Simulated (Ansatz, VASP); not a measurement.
## One calculation of SrO, two programs

The input POSCAR:

```
SrO
1.0
    3.1028650697      0.0000000000      0.0000000000
    0.0000000000      3.1028650697      0.0000000000
    0.0000000000      0.0000000000      3.1028650697
Sr O
1 1
Direct
    0.0000000000      0.0000000000      0.0000000000
    0.5000000000      0.5000000000      0.5000000000
```

The input INCAR.step1:

```
PREC     = Accurate       # precision mode
ENCUT    = 520            # plane-wave cutoff, eV
EDIFF    = 1E-5           # SCF threshold, eV
ISMEAR   = 0              # smearing method
SIGMA    = 0.01           # smearing width, eV
LREAL    = F              # projectors in reciprocal space
LASPH    = T              # aspherical terms in the spheres
NELM     = 60             # most SCF steps
ALGO     = Normal         # electronic algorithm
ISIF     = 2              # what is computed and relaxed
LWAVE    = T              # write WAVECAR
LCHARG   = F              # write CHGCAR
GGA      = PE             # functional
NBANDS   = 15             # bands
```

INCAR.step2

```
PREC     = Accurate       # precision mode
ENCUT    = 520            # plane-wave cutoff, eV
EDIFF    = 1E-7           # SCF threshold, eV
ISMEAR   = 0              # smearing method
SIGMA    = 0.01           # smearing width, eV
LREAL    = F              # projectors in reciprocal space
LASPH    = T              # aspherical terms in the spheres
NELM     = 60             # most SCF steps
ALGO     = Normal         # electronic algorithm
ISIF     = 2              # what is computed and relaxed
LWAVE    = F              # write WAVECAR
LCHARG   = F              # write CHGCAR
GGA      = PE             # functional
LHFCALC  = T              # exact exchange
AEXX     = 0.05           # exact-exchange fraction
HFSCREEN = 0.3            # screening, 1/A
PRECFOCK = Normal       
ISTART   = 1            
NBANDS   = 15             # bands
```

File KPOINTS:

```
regular mesh
0
Gamma
  4 4 4
```

Input for Ansatz:

```yaml
crystal:
  lattice:
    - [3.1028650697, 0.0, 0.0]
    - [0.0, 3.1028650697, 0.0]
    - [0.0, 0.0, 3.1028650697]
  atoms:
    - { symbol: Sr, position: [0.0, 0.0, 0.0] }
    - { symbol: O, position: [0.5, 0.5, 0.5] }
kpoints:
  mp_grid: { grid: [4, 4, 4] }
hamiltonian:
  xc: { exchange: pbe, correlation: pbe, exx: { coeff: 0.05, omega: 0.3 } }
scf:
  occupations: { method: fixed }
  n_extra_bands: 4
output:
  forces: true
  stress: true
  eigenvalues: true
```

Alike in both runs: task single point; functional PBE-based screened hybrid; k mesh 4 × 4 × 4; no spin polarisation.

|  | VASP | Ansatz |
| --- | --- | --- |
| version | VASP 6.6.1 | Ansatz 0.2.0 |
| potentials or method | VASP PAW PBE potentials, release 64 (Sr_sv, O) | plane waves |
| plane-wave cutoff (eV) | 520 | 420 |
| occupations | gaussian, width 0.01 eV | fixed |
| valence electrons in the cell | 16 | 16 |

Ansatz gave:

- gap on the k mesh at the Fermi level (eV): 3.04
- pressure (GPa): 2.2

Question: Estimate VASP's values.

Answer: gap on the k mesh at the Fermi level (eV): 2.98; pressure (GPa): 3.0.

VASP's potentials were made for PBE, not for PBE-based screened hybrid. Ansatz's warnings: stress exchange threshold loose, stress scf threshold loose.

The k mesh is coarse, so the values compare programs but aren't converged.
